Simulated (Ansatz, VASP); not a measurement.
## Two plane-wave programs on Ca2Se

```xyz
6
Lattice="0.0000 4.5664 4.5664 4.5664 0.0000 4.5664 4.5664 4.5664 0.0000" Properties=species:S:1:pos:R:3 pbc="T T T"
Ca    1.1416    1.1416    1.1416
Ca    1.1416    3.4248    3.4248
Ca    3.4248    3.4248    1.1416
Ca    3.4248    1.1416    3.4248
Se    4.5664    4.5664    4.5664
Se    6.8496    6.8496    6.8496
```

Change from the starting cell: species swapped into the TmPt2 type (Fd-3m, No. 227).

Alike in both runs: functional PBE; k mesh 4 × 4 × 4; occupations gaussian, width 0.1 eV; no spin polarisation.

Ansatz relaxed the structure, and its values are those at the end. VASP's run is a single point on that final structure, the one shown.

```csv
,VASP,Ansatz
version,VASP 6.6.1,Ansatz 0.2.0
potentials or method,"VASP PAW PBE potentials, release 64 (Ca_sv, Se), cutoff 520 eV","scalar-relativistic, plane waves, PAW"
valence electrons in the cell,52,72
```

|  | VASP | Ansatz | Ansatz less VASP |
| --- | --- | --- | --- |
| gap on the k mesh at the Fermi level (eV) | none | none | - |
| pressure (GPa) | 0.3 | 0.3 | -0.02 |

A gap of «none» marks a metal or a gap that the smearing closes. The functional is the same, so the differences come from potentials, cutoffs and numerics. VASP's potentials hold 52 valence electrons a cell and Ansatz's 72, so a difference there can come from the potentials and not from the codes.
